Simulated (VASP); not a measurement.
In2O3, 10 atoms in the cell. Symmetry: R-3c, No. 167, trigonal system. The conventional cell has a = 5.025 Å, b = 5.025 Å, c = 15.522 Å, α = 90.00°, β = 90.00°, γ = 120.00°. In (site symmetry 3) has 6 O at 2.00 to 2.24 Å within 2.6 Å. Within 2.6 Å of O (site symmetry 2) lie 4 In at 2.00 to 2.24 Å and 2 O at 2.57 Å.  This cell differs from its parent crystal: strain -0.080 along x and y, +0.080 along z.

- Program: VASP 6.6.1
- Task: single point
- Functional: LDA
- Potentials or basis: VASP PAW LDA potentials, release 64 (In_d, O)
- Cutoff: 520 eV
- k mesh: 6 × 6 × 6
- Occupations: gaussian, width 0.05 eV
- Spin: no spin polarisation
- Dipole correction: no
- Further INCAR settings: ALGO = Normal; EDIFF = 1e-07; NBANDS = 55

Potentials or basis: VASP PAW LDA potentials, release 64 (In_d, O).

The run is started by

```sh
$ cat potpaw_LDA.64/In_d/POTCAR potpaw_LDA.64/O/POTCAR > POTCAR
$ mpirun -np 1 vasp_std > vasp.out
```

Hardware: 1 thread of Intel(R) Xeon(R) Platinum 8488C (Sapphire Rapids) (shared host).

Question: Estimate the wall time of this run.

Answer: It took 4.1 min on 1 thread of Intel(R) Xeon(R) Platinum 8488C (Sapphire Rapids) (shared host), peak memory 0.33 GiB. Counts: scf iterations 15, k points 32.
